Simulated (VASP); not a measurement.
# Nb3B (Pm-3m) in VASP: further runs

The runs below take Nb3B through single point, relaxation of cell and atoms, with PBE.

Everything below comes from runs of VASP 6.6.1. Logs are shortened: lines on timing, memory, paths and dates and some standing lists are left out, and cuts for length are marked.

## Step 1: The cell of the first run

Symmetry: Pm-3m, No. 221, cubic system. The conventional cell has a = 3.927 Å, b = 3.927 Å, c = 3.927 Å, α = 90.00°, β = 90.00°, γ = 90.00°. Nb (site symmetry 4/mmm) has 8 Nb at 2.78 Å and 4 B at 2.78 Å within 3.7 Å. Within 3.7 Å of B (site symmetry m-3m) lie 12 Nb at 2.78 Å.

## Step 2: Single point, PBE

File INCAR:

```
  PREC = Accurate
  ENCUT = 520
  EDIFF = 1E-6
  ISMEAR = 0
  SIGMA = 0.1
  LREAL = False
  LASPH = True
  NELM = 100
  ALGO = Normal
  ISIF = 2
  LWAVE = False
  LCHARG = True
  GGA = PE
  LELF = True
  LVHAR = True
  NBANDS = 29
```

File KPOINTS:

```
regular mesh
0
Gamma
  12 12 12
```

File POSCAR:

```
Nb3B
1.0
    3.9268658096      0.0000000000      0.0000000000
    0.0000000000      3.9268658096      0.0000000000
    0.0000000000      0.0000000000      3.9268658096
Nb B
3 1
Direct
    0.0000000000      0.5000000000      0.5000000000
    0.5000000000      0.0000000000      0.5000000000
    0.5000000000      0.5000000000      0.0000000000
    0.0000000000      0.0000000000      0.0000000000
```

Potentials or basis: VASP PAW PBE potentials, release 64 (Nb_sv, B).

Command:

```console
$ cat potpaw_PBE.64/Nb_sv/POTCAR potpaw_PBE.64/B/POTCAR > POTCAR
$ mpirun -np 1 vasp_std > vasp.out
```

OUTCAR:

```text
PREC = Accurate
   ENCUT = 520
   EDIFF = 1E-6
   ISMEAR = 0
   LREAL = False
   LASPH = True
   NELM = 100
   ISIF = 2
   GGA = PE

 ion  position               nearest neighbor table
   1  0.000  0.500  0.500-   2 2.78   3 2.78   3 2.78   2 2.78   2 2.78   3 2.78   3 2.78   2 2.78

   2  0.500  0.000  0.500-   1 2.78   3 2.78   3 2.78   1 2.78   3 2.78   3 2.78   1 2.78   1 2.78

   3  0.500  0.500  0.000-   1 2.78   2 2.78   1 2.78   2 2.78   2 2.78   2 2.78   1 2.78   1 2.78

   4  0.000  0.000  0.000-

  LATTYP: Found a simple cubic cell.
 ALAT       =     3.9268658096

  Lattice vectors:

 A1 = (   3.9268658096,   0.0000000000,   0.0000000000)
 A2 = (   0.0000000000,   3.9268658096,   0.0000000000)
 A3 = (   0.0000000000,   0.0000000000,   3.9268658096)

Analysis of symmetry for initial positions (statically):
=====================================================================
 Subroutine PRICEL returns:
 Original cell was already a primitive cell.

 Routine SETGRP: Setting up the symmetry group for a
 simple cubic supercell.

 Subroutine GETGRP returns: Found 48 space group operations
 (whereof 48 operations were pure point group operations)
 out of a pool of 48 trial point group operations.

The static configuration has the point symmetry O_h .

Analysis of symmetry for dynamics (positions and initial velocities):
=====================================================================
 Subroutine PRICEL returns:
 Original cell was already a primitive cell.

 Routine SETGRP: Setting up the symmetry group for a
 simple cubic supercell.

 Subroutine GETGRP returns: Found 48 space group operations
 (whereof 48 operations were pure point group operations)
 out of a pool of 48 trial point group operations.

The dynamic configuration has the point symmetry O_h .

 Subroutine INISYM returns: Found 48 space group operations
 (whereof 48 operations are pure point group operations),
 and found     1 'primitive' translations

----------------------------------------------------------------------------------------

                                     Primitive cell

  volume of cell :      60.5534

  direct lattice vectors                    reciprocal lattice vectors
     3.926865810  0.000000000  0.000000000     0.254656015  0.000000000  0.000000000
     0.000000000  3.926865810  0.000000000     0.000000000  0.254656015  0.000000000
     0.000000000  0.000000000  3.926865810     0.000000000  0.000000000  0.254656015

  length of vectors
     3.926865810  3.926865810  3.926865810     0.254656015  0.254656015  0.254656015

  position of ions in fractional coordinates (direct lattice)
     0.000000000  0.500000000  0.500000000
     0.500000000  0.000000000  0.500000000
     0.500000000  0.500000000  0.000000000
     0.000000000  0.000000000  0.000000000

  ion indices of the primitive-cell ions
   primitive index   ion index
                 1           1
                 2           2
                 3           3
                 4           4

----------------------------------------------------------------------------------------

 KPOINTS: regular mesh

Automatic generation of k-mesh.
 Grid dimensions read from file:
 generate k-points for:   12   12   12

 Generating k-lattice:

  Cartesian coordinates                     Fractional coordinates (reciprocal lattice)
     0.021221335  0.000000000  0.000000000     0.083333333  0.000000000  0.000000000
     0.000000000  0.021221335  0.000000000     0.000000000  0.083333333  0.000000000
     0.000000000  0.000000000  0.021221335     0.000000000  0.000000000  0.083333333

  Length of vectors
     0.021221335  0.021221335  0.021221335

  Shift w.r.t. Gamma in fractional coordinates (k-lattice)
     0.000000000  0.000000000  0.000000000

 Subroutine IBZKPT returns following result:
 ===========================================

 Found     84 irreducible k-points:

 Following reciprocal coordinates:
            Coordinates               Weight
  0.000000  0.000000  0.000000      1.000000
  0.083333  0.000000  0.000000      6.000000
  0.166667  0.000000  0.000000      6.000000
  0.250000  0.000000  0.000000      6.000000
  0.333333  0.000000  0.000000      6.000000
  0.416667  0.000000  0.000000      6.000000
[... 16 lines left out ...]
  0.333333  0.333333  0.000000     12.000000
  0.416667  0.333333  0.000000     24.000000
 [... further k-points ...]
   k-points           NKPTS =     84   k-points in BZ     NKDIM =     84   number of bands    NBANDS=     29
   number of dos      NEDOS =    301   number of ions     NIONS =      4
   total plane-waves  NPLWV =  27000
   dimension x,y,z NGX =    30 NGY =   30 NGZ =   30
   dimension x,y,z NGXF=    60 NGYF=   60 NGZF=   60
   ions per type =               3   1
   NGX,Y,Z   is equivalent  to a cutoff of  12.70, 12.70, 12.70 a.u.
   NGXF,Y,Z  is equivalent  to a cutoff of  25.40, 25.40, 25.40 a.u.
 SYSTEM =  unknown system
   PREC   = accura    normal or accurate (medium, high low for compatibility)
   ISTART =      0    job   : 0-new  1-cont  2-samecut
   ICHARG =      2    charge: 1-file 2-atom 10-const
   ISPIN  =      1    spin polarized calculation?
   LNONCOLLINEAR =      F non collinear calculations
   LSORBIT =      F    spin-orbit coupling
   LASPH  =      T    aspherical Exc in radial PAW
   ENCUT  =  520.0 eV  38.22 Ry    6.18 a.u.   7.30  7.30  7.30*2*pi/ulx,y,z
   NELM   =    100;   NELMIN=  2; NELMDL= -5     # of ELM steps
   EDIFF  = 0.1E-05   stopping-criterion for ELM
   LREAL  =      F    real-space projection
   EDIFFG = 0.1E-04   stopping-criterion for IOM
   NSW    =      0    number of steps for IOM
   IBRION =     -1    ionic relax: 0-MD 1-quasi-New 2-CG
   NFREE  =      0    steps in history (QN), initial steepest desc. (CG)
   ISIF   =      2    stress and relaxation
   ISYM   =      2    0-nonsym 1-usesym 2-fastsym
   POTIM  = 0.5000    time-step for ionic-motion
   TEBEG  =    0.0;   TEEND  =   0.0 temperature during run
   PSTRESS=    0.0 pullay stress
   NELECT =      42.0000    total number of electrons
   NUPDOWN=      -1.0000    fix difference up-down
   EMIN   =  10.00;   EMAX   =-10.00  energy-range for DOS
   EFERMI =   0.00;   METHOD = LEGACY
   ISMEAR =     0;   SIGMA  =   0.10  broadening in eV -4-tet -1-fermi 0-gaus
   EFERMI_NEDOS =   21; number of points for ismear=-14 and -15
   IALGO  =     38    algorithm
   IMIX   =      4    mixing-type and parameters
     AMIX     =   0.40;   BMIX     =  1.00
     AMIX_MAG =   1.60;   BMIX_MAG =  1.00
  volume/ion in A,a.u.               =      15.14       102.16
  Fermi-wavevector in a.u.,A,eV,Ry     =   1.449145  2.738487 28.572527  2.100021
  Thomas-Fermi vector in A             =   2.566905
   LORBIT       =      0    0 simple, 1 ext, 2 COOP (PROOUT), +10 PAW based schemes
   GGA     = PE    functional components
   LHFCALC =     F    Hartree Fock is set to
   AEXX    =    0.0000 exact exchange contribution
   IVDW    =     0    specifies the selected vdW correction
   LEPSILON=     F    determine dielectric tensor
   LRPA    =     F    only Hartree local field effects (RPA)
 non-spin polarized calculation
 Gauss-broadening in eV      SIGMA  =   0.10
  energy-cutoff  :      520.00
  volume of cell :       60.55
 maximum number of plane-waves:      1654
 NGX is ok and might be reduce to    30
   NGX = 15   NGY = 15   NGZ = 15

 number of electron      42.0000009 magnetization

 Free energy of the ion-electron system (eV)
  ---------------------------------------------------
  ext. energy  EPLUGINS =         0.00000000
  ---------------------------------------------------
  free energy    TOTEN  =       -36.32424058 eV

  energy without entropy =      -36.30051552  energy(sigma->0) =      -36.31237805

 E-fermi :  11.0632     XC(G=0): -12.4962

 val. band max:       11.0560296858   @ k =   0.5000   0.1667   0.0833
 cond. band min:      11.0730082242   @ k =   0.3333   0.3333   0.3333
 fundamental gap:      0.0169785384
 Fermi energy:        11.0632396162

 k-point     1 :       0.0000    0.0000    0.0000
  band No.  band energies     occupation
      1     -43.6119      2.00000
      2     -43.1718      2.00000
      3     -43.1718      2.00000
      4     -20.2440      2.00000
      5     -20.2440      2.00000
      6     -20.2440      2.00000
[... 21 lines left out ...]
     28      15.7932      0.00000
     29      17.0885      0.00000

 k-point     2 :       0.0833    0.0000    0.0000
  band No.  band energies     occupation
      1     -43.6054      2.00000
      2     -43.1786      2.00000
      3     -43.1717      2.00000
      4     -20.2302      2.00000
      5     -20.2302      2.00000
      6     -20.2233      2.00000
[... 21 lines left out ...]
     28      15.9735      0.00000
     29      16.9319      0.00000

 k-point     3 :       0.1667    0.0000    0.0000
  band No.  band energies     occupation
      1     -43.5863      2.00000
      2     -43.1983      2.00000
      3     -43.1714      2.00000
      4     -20.1903      2.00000
      5     -20.1903      2.00000
      6     -20.1620      2.00000
[... 21 lines left out ...]
     28      16.4044      0.00000
     29      16.4894      0.00000

 k-point     4 :       0.2500    0.0000    0.0000
  band No.  band energies     occupation
      1     -43.5567      2.00000
      2     -43.2288      2.00000
      3     -43.1709      2.00000
      4     -20.1297      2.00000
      5     -20.1297      2.00000
      6     -20.0627      2.00000
[... 21 lines left out ...]
     28      15.7888      0.00000
     29      15.8168      0.00000

 k-point     5 :       0.3333    0.0000    0.0000
  band No.  band energies     occupation
      1     -43.5202      2.00000
      2     -43.2662      2.00000
      3     -43.1705      2.00000
      4     -20.0588      2.00000
      5     -20.0588      2.00000
      6     -19.9302      2.00000
[... 21 lines left out ...]
     28      15.7889      0.00000
     29      16.0547      0.00000
[... 510 lines left out ...]
     28      14.6869      0.00000
     29      16.0029      0.00000

 k-point    22 :       0.5000    0.2500    0.0000
  band No.  band energies     occupation
      1     -43.4233      2.00000
      2     -43.3190      2.00000
      3     -43.2133      2.00000
      4     -20.0655      2.00000
      5     -19.9704      2.00000
      6     -19.8261      2.00000
[... 21 lines left out ...]
     28      14.8041      0.00000
     29      15.7563      0.00000

 k-point    23 :       0.3333    0.3333    0.0000
  band No.  band energies     occupation
      1     -43.4430      2.00000
      2     -43.2817      2.00000
      3     -43.2305      2.00000
      4     -20.1800      2.00000
      5     -19.8847      2.00000
      6     -19.8458      2.00000
[... 21 lines left out ...]
     28      14.7669      0.00000
     29      15.4101      0.00000

 k-point    24 :       0.4167    0.3333    0.0000
  band No.  band energies     occupation
      1     -43.4105      2.00000
      2     -43.3030      2.00000
      3     -43.2413      2.00000
      4     -20.1502      2.00000
      5     -19.9938      2.00000
      6     -19.7630      2.00000
[... 21 lines left out ...]
     28      14.5325      0.00000
     29      15.0486      0.00000

 [... further k-points ...]
[... 5 lines left out ...]
  --------------------------------------------------------------------------------------
  -------------------------------------------------------------------------------------
  Total       -0.1136776     -0.1136776     -0.1136776     -0.0000000     -0.0000000      0.0000000
  in kB       -3.0077882     -3.0077882     -3.0077882     -0.0000000     -0.0000000      0.0000000
  external PRESSURE =      -3.0077882 kB  Pullay stress =       0.0000000 kB

 VOLUME and BASIS-vectors are now :
 -----------------------------------------------------------------------------
  energy-cutoff  :      520.00
  volume of cell :       60.55
      direct lattice vectors                 reciprocal lattice vectors
     3.926865810  0.000000000  0.000000000     0.254656015  0.000000000  0.000000000
     0.000000000  3.926865810  0.000000000     0.000000000  0.254656015  0.000000000
     0.000000000  0.000000000  3.926865810     0.000000000  0.000000000  0.254656015

 POSITION                                       TOTAL-FORCE (eV/Angst)
 -----------------------------------------------------------------------------------
      0.00000      1.96343      1.96343         0.000000      0.000000      0.000000
      1.96343      0.00000      1.96343         0.000000      0.000000      0.000000
      1.96343      1.96343      0.00000         0.000000      0.000000      0.000000
      0.00000      0.00000      0.00000         0.000000      0.000000      0.000000
 -----------------------------------------------------------------------------------
    total drift:                                0.000000      0.000000     -0.000000

  FREE ENERGIE OF THE ION-ELECTRON SYSTEM (eV)
  ---------------------------------------------------
  free  energy   TOTEN  =       -36.3242405772 eV

  energy  without entropy=      -36.3005155201  energy(sigma->0) =      -36.31237805
```

It took 3.1 min on 1 thread of Intel Xeon Platinum 8259CL at 2.50GHz (Skylake/Cascade Lake), shared host; peak memory 0.25 GiB.

Results:

| Item | Value |
| --- | --- |
| Free energy | -36.3242 eV |
| Pressure | -0.3 GPa |
| Band gap on the k mesh | zero (band 21 reaches 11.38 eV, above the bottom of band 22 at 10.71 eV) |

Levels at points of the mesh, in eV from the Fermi level:
```csv
k point,band 18,band 19,band 20,band 21,band 22,band 23,band 24,band 25
"(0.00, 0.00, 0.00)",-2.98,-2.98,0.28,0.28,0.28,2.18,2.18,2.18
"(0.50, 0.00, 0.00)",-2.46,-0.81,0.25,0.25,0.54,0.82,1.45,1.91
"(0.50, 0.50, 0.00)",-1.54,-1.32,-1.13,0.32,0.32,1.57,1.57,1.71
"(0.50, 0.50, 0.50)",-1.18,-1.18,-0.11,-0.11,-0.11,1.87,1.87,1.87
```

(Continued in part 2 of 2.)
